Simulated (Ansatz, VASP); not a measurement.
## One calculation of AgCl, two programs

The input INCAR:

```
SYSTEM = AgCl
PREC = Accurate
ENCUT = 520
EDIFF = 1E-6
ISMEAR = 0
SIGMA = 0.05
LREAL = .False.
LASPH = .True.
NELM = 80
ALGO = Normal
ISIF = 2
LWAVE = .False.
LCHARG = .True.
GGA = PE
LELF = .True.
LVHAR = .True.
NBANDS = 16
```

Contents of KPOINTS:

```
regular mesh
0
Gamma
  8 8 8
  0 0 0
```

POSCAR

```
AgCl
1.0
    0.0000000000      2.8433429547      2.8060228508
    2.8433429547      0.0000000000      2.8060228508
    2.8433429547      2.8433429547      0.0000000000
Ag Cl
1 1
Direct
    0.5000000000      0.5000000000      0.5000000000
    0.0000000000      0.0000000000      0.0000000000
```

Input for Ansatz:

```yaml
crystal:
  lattice:
    - [0.0, 2.8433429547, 2.8060228508]
    - [2.8433429547, 0.0, 2.8060228508]
    - [2.8433429547, 2.8433429547, 0.0]
  atoms:
    - { symbol: Ag, position: [0.5, 0.5, 0.5] }
    - { symbol: Cl, position: [0.0, 0.0, 0.0] }
basis:
  ecutwfc: 420
kpoints:
  mp_grid: { grid: [8, 8, 8] }
hamiltonian:
  xc: pbe
scf:
  occupations: { method: gaussian, width: 0.05 }
output:
  forces: true
  stress: true
  eigenvalues: true
```

Change from the starting cell: mode 4 frozen in at +0.000 Å, equal normal strain along x and y +0.0133.

Alike in both runs: task single point; functional PBE; k mesh 8 × 8 × 8; occupations gaussian, width 0.05 eV; no spin polarisation.

|  | VASP | Ansatz |
| --- | --- | --- |
| version | VASP 6.6.1 | Ansatz 0.2.0 |
| potentials or method | VASP PAW PBE potentials, release 64 (Ag, Cl), cutoff 520 eV | scalar-relativistic, plane waves, PAW |
| valence electrons in the cell | 18 | 26 |

```csv
,VASP,Ansatz,Ansatz less VASP
gap on the k mesh at the Fermi level (eV),0.90,0.90,+0.003
least direct gap on the mesh (eV),2.99,2.99,-0.001
pressure (GPa),-1.1,-1.0,+0.12
"traceless stress, the component that is largest in VASP (GPa)",0.07,0.08,+0.008
```

With one functional, cell and mesh, what is left measures potentials, basis and numerics. VASP's potentials hold 18 valence electrons a cell and Ansatz's 26, so a difference there can come from the potentials and not from the codes.
